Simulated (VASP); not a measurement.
Ti12BrO23 (a cell with a defect) (Rutile), 36 atoms in the cell. The cell holds a defect, 36 atoms: a = 6.494 Å, b = 6.494 Å, c = 8.872 Å, α = 90.00°, β = 90.00°, γ = 90.00°. 

- Program: VASP 6.6.1
- Task: electric field gradients
- Functional: PBE
- Potentials or basis: VASP PAW PBE potentials, release 64 (Ti_sv, Br, O)
- Cutoff: 520 eV
- k mesh: 3 × 3 × 2
- Occupations: fermi-dirac, width 0.01 eV
- Spin: no spin polarisation
- Dipole correction: no
- Charge: 1
- Further INCAR settings: LREAL = Auto; ALGO = Normal; EDIFF = 1e-08; NBANDS = 168; NELECT = 288.0

Potentials or basis: VASP PAW PBE potentials, release 64 (Ti_sv, Br, O).

Command:

```bash
$ cat potpaw_PBE.64/Ti_sv/POTCAR potpaw_PBE.64/Br/POTCAR potpaw_PBE.64/O/POTCAR > POTCAR
$ mpirun -np 1 vasp_std > vasp.out
```

Hardware: 1 thread of Intel(R) Xeon(R) 6975P-C (Granite Rapids), with other jobs on the host.

**Question.** Estimate the wall time of this run.

**Answer.** Run time: 12 min on 1 thread of Intel(R) Xeon(R) 6975P-C (Granite Rapids), on a shared host, peak memory 0.58 GiB. Counts: scf iterations 26, k points 8.
